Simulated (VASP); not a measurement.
# K3W2 in VASP: single point with PBE

Aim: the single point of K3W2 with PBE.

All numbers are computed with VASP 6.6.1; they aren't measurements. Logs are shortened: lines on timing, memory, paths and dates and some standing lists are left out, and cuts for length are marked.

## Step 1: The cell of the first run

The typed cell holds 5 atoms: a = 5.260 Å, b = 5.260 Å, c = 6.205 Å, α = 90.00°, β = 90.00°, γ = 120.00°.

The cell was built from a structure type or drawn by symmetry, and may not be a known phase.

## Step 2: Single point, PBE

File INCAR:

```
ALGO = Fast
EDIFF = 1E-6
ENCUT = 520
GGA = PE
ISIF = 2
ISMEAR = 0
LASPH = T
LCHARG = F
LREAL = F
LWAVE = F
NBANDS = 36
NELM = 60
PREC = Accurate
SIGMA = 0.1
```

File KPOINTS:

```
k-points
0
Gamma
  3 3 2
```

File POSCAR:

```
K3W2
1.0
    5.2600010651      0.0000000000      0.0000000000
   -2.6300005326      4.5552945463      0.0000000000
    0.0000000000      0.0000000000      6.2053357416
K W
3 2
Direct
    0.5000000000      0.0000000000      0.5948948666
    0.0000000000      0.5000000000      0.5948948666
    0.5000000000      0.5000000000      0.5948948666
    0.6666666667      0.3333333333      0.0948589123
    0.3333333333      0.6666666667      0.0948589123
```

Potentials or basis: VASP PAW PBE potentials, release 64 (K_sv, W_sv).

Command:

```sh
cat potpaw_PBE.64/K_sv/POTCAR potpaw_PBE.64/W_sv/POTCAR > POTCAR
mpirun -np 1 vasp_std > vasp.out
```

OUTCAR:

```text
EDIFF = 1E-6
   ENCUT = 520
   GGA = PE
   ISIF = 2
   ISMEAR = 0
   LASPH = T
   LREAL = F
   NELM = 60
   PREC = Accurate

 ion  position               nearest neighbor table
   1  0.500  0.000  0.595-   2 2.63   2 2.63   3 2.63   3 2.63   4 3.45   5 3.45   4 3.45   5 3.45

   2  0.000  0.500  0.595-   1 2.63   1 2.63   3 2.63   3 2.63   4 3.45   5 3.45   4 3.45   5 3.45

   3  0.500  0.500  0.595-   2 2.63   2 2.63   1 2.63   1 2.63   4 3.45   5 3.45   4 3.45   5 3.45

   4  0.667  0.333  0.095-   5 3.04   5 3.04   5 3.04   2 3.45   1 3.45   3 3.45   2 3.45   1 3.45
                             3 3.45
   5  0.333  0.667  0.095-   4 3.04   4 3.04   4 3.04   2 3.45   1 3.45   3 3.45   2 3.45   1 3.45
                             3 3.45

  LATTYP: Found a hexagonal cell.
 ALAT       =     5.2600010651
 C/A-ratio  =     1.1797213850

  Lattice vectors:

 A1 = (   5.2600010651,   0.0000000000,   0.0000000000)
 A2 = (  -2.6300005326,   4.5552945463,   0.0000000000)
 A3 = (   0.0000000000,   0.0000000000,   6.2053357416)

Analysis of symmetry for initial positions (statically):
=====================================================================
 Subroutine PRICEL returns:
 Original cell was already a primitive cell.

 Routine SETGRP: Setting up the symmetry group for a
 hexagonal supercell.

 Subroutine GETGRP returns: Found 12 space group operations
 (whereof 12 operations were pure point group operations)
 out of a pool of 24 trial point group operations.

The static configuration has the point symmetry C_6v.

Analysis of symmetry for dynamics (positions and initial velocities):
=====================================================================
 Subroutine PRICEL returns:
 Original cell was already a primitive cell.

 Routine SETGRP: Setting up the symmetry group for a
 hexagonal supercell.

 Subroutine GETGRP returns: Found 12 space group operations
 (whereof 12 operations were pure point group operations)
 out of a pool of 24 trial point group operations.

The dynamic configuration has the point symmetry C_6v.

 Subroutine INISYM returns: Found 12 space group operations
 (whereof 12 operations are pure point group operations),
 and found     1 'primitive' translations

----------------------------------------------------------------------------------------

                                     Primitive cell

  volume of cell :     148.6851

  direct lattice vectors                    reciprocal lattice vectors
     5.260001065  0.000000000  0.000000000     0.190114030  0.109762386  0.000000000
    -2.630000533  4.555294546  0.000000000     0.000000000  0.219524773  0.000000000
     0.000000000  0.000000000  6.205335742     0.000000000  0.000000000  0.161151635

  length of vectors
     5.260001065  5.260001065  6.205335742     0.219524773  0.219524773  0.161151635

  position of ions in fractional coordinates (direct lattice)
     0.500000000  0.000000000  0.594894867
     1.000000000  0.500000000  0.594894867
     0.500000000  0.500000000  0.594894867
     0.666666667  0.333333333  0.094858912
     0.333333333  0.666666667  0.094858912

  ion indices of the primitive-cell ions
   primitive index   ion index
                 1           1
                 2           2
                 3           3
                 4           4
                 5           5

----------------------------------------------------------------------------------------

 KPOINTS: k-points

Automatic generation of k-mesh.
 Grid dimensions read from file:
 generate k-points for:    3    3    2

 Generating k-lattice:

  Cartesian coordinates                     Fractional coordinates (reciprocal lattice)
     0.063371343  0.036587462  0.000000000     0.333333333 -0.000000000  0.000000000
     0.000000000  0.073174924  0.000000000     0.000000000  0.333333333  0.000000000
     0.000000000  0.000000000  0.080575817     0.000000000  0.000000000  0.500000000

  Length of vectors
     0.073174924  0.073174924  0.080575817

  Shift w.r.t. Gamma in fractional coordinates (k-lattice)
     0.000000000  0.000000000  0.000000000

 Subroutine IBZKPT returns following result:
 ===========================================

 Found      6 irreducible k-points:

 Following reciprocal coordinates:
            Coordinates               Weight
  0.000000  0.000000  0.000000      1.000000
  0.333333  0.000000  0.000000      6.000000
  0.333333  0.333333  0.000000      2.000000
  0.000000  0.000000  0.500000      1.000000
  0.333333  0.000000  0.500000      6.000000
  0.333333  0.333333  0.500000      2.000000
   k-points           NKPTS =      6   k-points in BZ     NKDIM =      6   number of bands    NBANDS=     36
   number of dos      NEDOS =    301   number of ions     NIONS =      5
   total plane-waves  NPLWV =  76800
   dimension x,y,z NGX =    40 NGY =   40 NGZ =   48
   dimension x,y,z NGXF=    80 NGYF=   80 NGZF=   96
   ions per type =               3   2
   NGX,Y,Z   is equivalent  to a cutoff of  12.64, 12.64, 12.86 a.u.
   NGXF,Y,Z  is equivalent  to a cutoff of  25.28, 25.28, 25.72 a.u.
 SYSTEM =  unknown system
   PREC   = accura    normal or accurate (medium, high low for compatibility)
   ISTART =      0    job   : 0-new  1-cont  2-samecut
   ICHARG =      2    charge: 1-file 2-atom 10-const
   ISPIN  =      1    spin polarized calculation?
   LNONCOLLINEAR =      F non collinear calculations
   LSORBIT =      F    spin-orbit coupling
   LASPH  =      T    aspherical Exc in radial PAW
   ENCUT  =  520.0 eV  38.22 Ry    6.18 a.u.   9.78  9.78 11.54*2*pi/ulx,y,z
   NELM   =     60;   NELMIN=  2; NELMDL= -5     # of ELM steps
   EDIFF  = 0.1E-05   stopping-criterion for ELM
   LREAL  =      F    real-space projection
   EDIFFG = 0.1E-04   stopping-criterion for IOM
   NSW    =      0    number of steps for IOM
   IBRION =     -1    ionic relax: 0-MD 1-quasi-New 2-CG
   NFREE  =      0    steps in history (QN), initial steepest desc. (CG)
   ISIF   =      2    stress and relaxation
   ISYM   =      2    0-nonsym 1-usesym 2-fastsym
   POTIM  = 0.5000    time-step for ionic-motion
   TEBEG  =    0.0;   TEEND  =   0.0 temperature during run
   PSTRESS=    0.0 pullay stress
   NELECT =      55.0000    total number of electrons
   NUPDOWN=      -1.0000    fix difference up-down
   EMIN   =  10.00;   EMAX   =-10.00  energy-range for DOS
   EFERMI =   0.00;   METHOD = LEGACY
   ISMEAR =     0;   SIGMA  =   0.10  broadening in eV -4-tet -1-fermi 0-gaus
   EFERMI_NEDOS =   21; number of points for ismear=-14 and -15
   IALGO  =     68    algorithm
   IMIX   =      4    mixing-type and parameters
     AMIX     =   0.40;   BMIX     =  1.00
     AMIX_MAG =   1.60;   BMIX_MAG =  1.00
  volume/ion in A,a.u.               =      29.74       200.68
  Fermi-wavevector in a.u.,A,eV,Ry     =   1.175186  2.220779 18.790485  1.381062
  Thomas-Fermi vector in A             =   2.311571
   LORBIT       =      0    0 simple, 1 ext, 2 COOP (PROOUT), +10 PAW based schemes
   GGA     = PE    functional components
   LHFCALC =     F    Hartree Fock is set to
   AEXX    =    0.0000 exact exchange contribution
   IVDW    =     0    specifies the selected vdW correction
   LEPSILON=     F    determine dielectric tensor
   LRPA    =     F    only Hartree local field effects (RPA)
 non-spin polarized calculation
 RMM-DIIS sequential band-by-band and
 Gauss-broadening in eV      SIGMA  =   0.10
  energy-cutoff  :      520.00
  volume of cell :      148.69
 maximum number of plane-waves:      4032
 NGX is ok and might be reduce to    40
   NGX = 19   NGY = 19   NGZ = 23

 number of electron      55.0000009 magnetization

 Free energy of the ion-electron system (eV)
  ---------------------------------------------------
  ext. energy  EPLUGINS =         0.00000000
  ---------------------------------------------------
  free energy    TOTEN  =       -15.68163510 eV

  energy without entropy =      -15.64413246  energy(sigma->0) =      -15.66288378

 E-fermi :   2.8202     XC(G=0):  -8.9644

 val. band max:        2.8168877875   @ k =   0.0000   0.0000   0.5000
 cond. band min:       2.8349823546   @ k =   0.0000   0.0000   0.5000
 fundamental gap:      0.0180945671
 Fermi energy:         2.8202003231

 k-point     1 :       0.0000    0.0000    0.0000
  band No.  band energies     occupation
      1     -70.7681      2.00000
      2     -70.7462      2.00000
      3     -35.0086      2.00000
      4     -35.0086      2.00000
      5     -34.8646      2.00000
      6     -34.8182      2.00000
[... 28 lines left out ...]
     35       4.8143      0.00000
     36       5.7346      0.00000

 k-point     2 :       0.3333    0.0000    0.0000
  band No.  band energies     occupation
      1     -70.7634      2.00000
      2     -70.7508      2.00000
      3     -35.0198      2.00000
      4     -34.9723      2.00000
      5     -34.8548      2.00000
      6     -34.8369      2.00000
[... 28 lines left out ...]
     35       5.7865      0.00000
     36       5.8465      0.00000

 k-point     3 :       0.3333    0.3333    0.0000
  band No.  band energies     occupation
      1     -70.7571      2.00000
      2     -70.7571      2.00000
      3     -35.0307      2.00000
      4     -34.9048      2.00000
      5     -34.9048      2.00000
      6     -34.8414      2.00000
[... 28 lines left out ...]
     35       5.9193      0.00000
     36       6.0096      0.00000

 k-point     4 :       0.0000    0.0000    0.5000
  band No.  band energies     occupation
      1     -70.7681      2.00000
      2     -70.7461      2.00000
      3     -35.0086      2.00000
      4     -35.0086      2.00000
      5     -34.8652      2.00000
      6     -34.8182      2.00000
[... 28 lines left out ...]
     35       5.9614      0.00000
     36       6.1282      0.00000

 k-point     5 :       0.3333    0.0000    0.5000
  band No.  band energies     occupation
      1     -70.7635      2.00000
      2     -70.7508      2.00000
      3     -35.0198      2.00000
      4     -34.9723      2.00000
      5     -34.8552      2.00000
      6     -34.8369      2.00000
[... 28 lines left out ...]
     35       6.0867      0.00000
     36       6.1692      0.00000

 k-point     6 :       0.3333    0.3333    0.5000
  band No.  band energies     occupation
      1     -70.7571      2.00000
      2     -70.7571      2.00000
      3     -35.0307      2.00000
      4     -34.9048      2.00000
      5     -34.9048      2.00000
      6     -34.8417      2.00000
[... 28 lines left out ...]
     35       5.8376      0.00000
     36       6.6551      0.00000

------------------------ aborting loop because EDIFF is reached ----------------------------------------

  FORCE on cell =-STRESS in cart. coord.  units (eV):
  Direction    XX          YY          ZZ          XY          YZ          ZX
  --------------------------------------------------------------------------------------
  -------------------------------------------------------------------------------------
  Total        0.5563846      0.5563846      0.0177880     -0.0000000     -0.0000000     -0.0000000
  in kB        5.9953995      5.9953995      0.1916773     -0.0000000     -0.0000000     -0.0000000
  external PRESSURE =       4.0608254 kB  Pullay stress =       0.0000000 kB

 VOLUME and BASIS-vectors are now :
 -----------------------------------------------------------------------------
  energy-cutoff  :      520.00
  volume of cell :      148.69
      direct lattice vectors                 reciprocal lattice vectors
     5.260001065  0.000000000  0.000000000     0.190114030  0.109762386  0.000000000
    -2.630000533  4.555294546  0.000000000     0.000000000  0.219524773  0.000000000
     0.000000000  0.000000000  6.205335742     0.000000000  0.000000000  0.161151635

 POSITION                                       TOTAL-FORCE (eV/Angst)
 -----------------------------------------------------------------------------------
      2.63000      0.00000      3.69152        -0.000000      0.000000     -0.000549
     -1.31500      2.27765      3.69152         0.000000     -0.000000     -0.000549
      1.31500      2.27765      3.69152        -0.000000     -0.000000     -0.000549
      2.63000      1.51843      0.58863        -0.000000      0.000000      0.000823
     -0.00000      3.03686      0.58863         0.000000      0.000000      0.000823
 -----------------------------------------------------------------------------------
    total drift:                                0.000000      0.000000     -0.000322

  FREE ENERGIE OF THE ION-ELECTRON SYSTEM (eV)
  ---------------------------------------------------
  free  energy   TOTEN  =       -15.6816351045 eV

  energy  without entropy=      -15.6441324563  energy(sigma->0) =      -15.66288378
```

Wall time 56 s (1 thread of Intel Xeon 6975P-C (Granite Rapids), shared host); peak memory 0.27 GiB.

Results:

```yaml
Free_energy: -15.6816 eV
Pressure: 0.4 GPa
Band_gap_on_the_k_mesh: zero (an odd number of electrons rules out a gap without spin polarisation)
```

Stress tensor (GPa, compression positive):
```
0.60 0.00 0.00
0.00 0.60 0.00
0.00 0.00 0.02
```

Levels at points of the mesh, in eV from the Fermi level:
| k point | band 25 | band 26 | band 27 | band 28 | band 29 | band 30 |
| --- | --- | --- | --- | --- | --- | --- |
| (0.00, 0.00, 0.00) | -0.18 | -0.11 | -0.11 | 0.15 | 0.15 | 0.46 |
| (0.00, 0.00, 0.50) | -0.55 | -0.24 | 0.00 | 0.00 | 0.01 | 0.01 |

Caveat: the k points lie up to 0.51 Å⁻¹ apart, too coarse for converged energies and pressures of a metal; spin-orbit coupling is left out, which moves the levels of the heavy elements.
